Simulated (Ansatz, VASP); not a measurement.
## KF in VASP and in Ansatz

The input INCAR:

```
SYSTEM = KF
ALGO     = Normal         ! electronic algorithm
EDIFF    = 1E-7           ! SCF threshold, eV
ENCUT    = 520            ! plane-wave cutoff, eV
GGA      = CA             ! functional
ISIF     = 2              ! what is computed and relaxed
ISMEAR   = -1             ! smearing method
LASPH    = .True.         ! aspherical terms in the spheres
LCHARG   = .True.         ! write CHGCAR
LELF     = .True.         ! ELF
LREAL    = .False.        ! projectors in reciprocal space
LVHAR    = .True.       
LWAVE    = .False.        ! write WAVECAR
NBANDS   = 15             ! bands
NELM     = 100            ! most SCF steps
PREC     = Accurate       ! precision mode
SIGMA    = 0.05           ! smearing width, eV
```

The input KPOINTS:

```
k-points
0
Gamma
  9 9 9
  0 0 0
```

POSCAR

```
KF
1.0
    0.0000000000      2.6539175805      2.6539175805
    2.6539175805      0.0000000000      2.6539175805
    2.6539175805      2.6539175805      0.0000000000
K F
1 1
Direct
    0.0000000000      0.0000000000      0.0000000000
    0.5000000000      0.5000000000      0.5000000000
```

Contents of input.yaml:

```yaml
crystal:
  lattice:
    - [0.0, 2.6539175805, 2.6539175805]
    - [2.6539175805, 0.0, 2.6539175805]
    - [2.6539175805, 2.6539175805, 0.0]
  atoms:
    - { symbol: K, position: [0.0, 0.0, 0.0] }
    - { symbol: F, position: [0.5, 0.5, 0.5] }
hamiltonian:
  xc: lda
  pseudopotentials: { kind: paw }
kpoints:
  mp_grid: { grid: [9, 9, 9] }
scf:
  occupations: { method: fermi_dirac, width: 0.05 }
output:
  forces: true
  stress: true
  eigenvalues: true
```

Alike in both runs: task single point; functional LDA; k mesh 9 × 9 × 9; occupations fermi-dirac, width 0.05 eV; no spin polarisation.

|  | VASP | Ansatz |
| --- | --- | --- |
| version | VASP 6.6.1 | Ansatz 0.2.0 |
| potentials or method | VASP PAW LDA potentials, release 64 (K_sv, F) | Ansatz PAW |
| plane-wave cutoff (eV) | 520 | 420 |
| valence electrons in the cell | 16 | 16 |

```csv
,VASP,Ansatz,Ansatz less VASP
gap on the k mesh at the Fermi level (eV),5.89,5.91,+0.017
least direct gap on the mesh (eV),5.89,5.91,+0.017
pressure (GPa),-2.8,-3.0,-0.12
```

LDA's correlation is that of Perdew and Zunger in VASP and of Perdew and Wang (1992) in Ansatz.

Noted on Ansatz's run: odd divisions of the mesh miss points on the zone boundary, where band edges often lie, so the gap on the mesh can be too wide.
